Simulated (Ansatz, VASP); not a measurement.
## Bi: VASP beside Ansatz

Contents of INCAR:

```
SYSTEM = Bi
  PREC = Accurate
  ENCUT = 500
  EDIFF = 1E-6
  ISMEAR = -1
  SIGMA = 0.1
  LREAL = .FALSE.
  LASPH = .TRUE.
  NELM = 120
  ALGO = Normal
  ISIF = 2
  LWAVE = .FALSE.
  LCHARG = .FALSE.
  GGA = B5
  ALDAX = 1.0
  AGGAX = 1.0
  AGGAC = 1.0
  ALDAC = 0.0
  NBANDS = 38
  GGA_COMPAT = .FALSE.
```

File KPOINTS:

```
regular mesh
0
G
  11 11 3
  0 0 0
```

POSCAR

```
Bi
1.0
    3.5092359305      0.0000000000      0.0000000000
   -1.7546179653      3.0390874636      0.0000000000
    0.0000000000      0.0000000000     11.8711070374
Bi
4
Direct
    1.0000000000      0.0000000000      1.0000000000
    1.0000000000      0.0000000000      0.5000000000
    0.3333333333      0.6666666667      0.2500000000
    0.6666666667      0.3333333333      0.7500000000
```

Input for Ansatz:

```yaml
crystal:
  lattice:
    - [3.5092359305, 0.0, 0.0]
    - [-1.7546179653, 3.0390874636, 0.0]
    - [0.0, 0.0, 11.8711070374]
  atoms:
    - { symbol: Bi, position: [1.0, 0.0, 1.0] }
    - { symbol: Bi, position: [1.0, 0.0, 0.5] }
    - { symbol: Bi, position: [0.3333333333, 0.6666666667, 0.25] }
    - { symbol: Bi, position: [0.6666666667, 0.3333333333, 0.75] }
hamiltonian:
  xc: blyp
  pseudopotentials:
    kind: paw
    azcp:
      Bi: "pseudopotentials/Bi.paw.azcp"
basis:
  ecutwfc: 420
  fft_grid_basis: typed
kpoints:
  mp_grid: { grid: [11, 11, 3], shift: [0, 0, 0] }
magnetization:
  spin_polarized: false
scf:
  occupations: { method: fermi_dirac, width: 0.1 }
  lower_state_search: "off"
output:
  stress: true
  write_density: true
  write_potential: true
  elf: true
  volumetric_format: npy
```

Alike in both runs: task single point; functional BLYP; k mesh 11 × 11 × 3; occupations fermi-dirac, width 0.1 eV; no spin polarisation.

```csv
,VASP,Ansatz
version,VASP 6.6.1,Ansatz 0.2.0
potentials or method,"VASP PAW PBE potentials, release 64 (Bi_d), cutoff 500 eV","plane waves (420 eV) with PAW, scalar-relativistic"
valence electrons in the cell,60,60
```

|  | VASP | Ansatz | Ansatz less VASP |
| --- | --- | --- | --- |
| pressure (GPa) | 4.3 | 4.1 | -0.12 |
| traceless stress, the component that is largest in VASP (GPa) | -0.15 | -0.14 | +0.008 |

VASP's potentials were made for PBE, not for BLYP.

Spin-orbit coupling is off throughout.
